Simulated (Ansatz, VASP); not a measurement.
Two plane-wave programs on Lu2SiF2

The input INCAR:

```
  PREC = Accurate
  ENCUT = 520
  EDIFF = 1E-7
  ISMEAR = 0
  SIGMA = 0.1
  LREAL = F
  LASPH = T
  NELM = 60
  ALGO = Normal
  ISIF = 2
  LWAVE = F
  LCHARG = F
  GGA = PE
  NBANDS = 42
```

The input KPOINTS:

```
regular mesh
0
Gamma
  6 6 4
```

The input POSCAR:

```
Lu2SiF2
1.0
    3.8903872300      0.0000000000      0.0000000000
   -1.9451936100      3.3691741700      0.0000000000
    0.0000000000      0.0000000000      6.3940964800
Lu Si F
2 1 2
Direct
    0.6666666700      0.3333333300      0.3615911900
    0.3333333300      0.6666666700      0.6384088100
    0.0000000000      0.0000000000      0.0000000000
    0.6666666700      0.3333333300      0.7529723600
    0.3333333300      0.6666666700      0.2470276400
```

Input for Ansatz:

```yaml
crystal:
  lattice:
    - [3.89038723, 0.0, 0.0]
    - [-1.94519361, 3.36917417, 0.0]
    - [0.0, 0.0, 6.39409648]
  atoms:
    - { symbol: Lu, position: [0.66666667, 0.33333333, 0.36159119] }
    - { symbol: Lu, position: [0.33333333, 0.66666667, 0.63840881] }
    - { symbol: Si, position: [0.0, 0.0, 0.0] }
    - { symbol: F, position: [0.66666667, 0.33333333, 0.75297236] }
    - { symbol: F, position: [0.33333333, 0.66666667, 0.24702764] }
basis:
  ecutwfc: 420
kpoints:
  mp_grid: { grid: [6, 6, 4] }
hamiltonian:
  xc: pbe
scf:
  occupations: { method: gaussian, width: 0.1 }
  lower_state_search: "off"
output:
  forces: true
  stress: true
  eigenvalues: true
```

Change from the starting cell: species swapped into the EuCd2P2 type (P-3m1, No. 164).

Alike in both runs: task single point; functional PBE; k mesh 6 × 6 × 4; occupations gaussian, width 0.1 eV; no spin polarisation.

|  | VASP | Ansatz |
| --- | --- | --- |
| version | VASP 6.6.1 | Ansatz 0.2.0 |
| potentials or method | VASP PAW PBE potentials, release 64 (Lu, Si, F), cutoff 520 eV | scalar-relativistic, plane waves, PAW |
| valence electrons in the cell | 68 | 68 |

|  | VASP | Ansatz | Ansatz less VASP |
| --- | --- | --- | --- |
| gap on the k mesh at the Fermi level (eV) | none | none | - |
| pressure (GPa) | 7.8 | 7.5 | -0.31 |
| traceless stress, the component that is largest in VASP (GPa) | 0.22 | 0.31 | +0.092 |
| rms of the force components (eV/Å) | 2.066 | 2.062 | -0.0035 |

Atom by atom the forces differ by 0.021 eV/Å (rms over components). A gap of «none» marks a metal or a gap that the smearing closes. The functional is the same, so the differences come from potentials, cutoffs and numerics.

Neither program's run includes spin-orbit coupling.
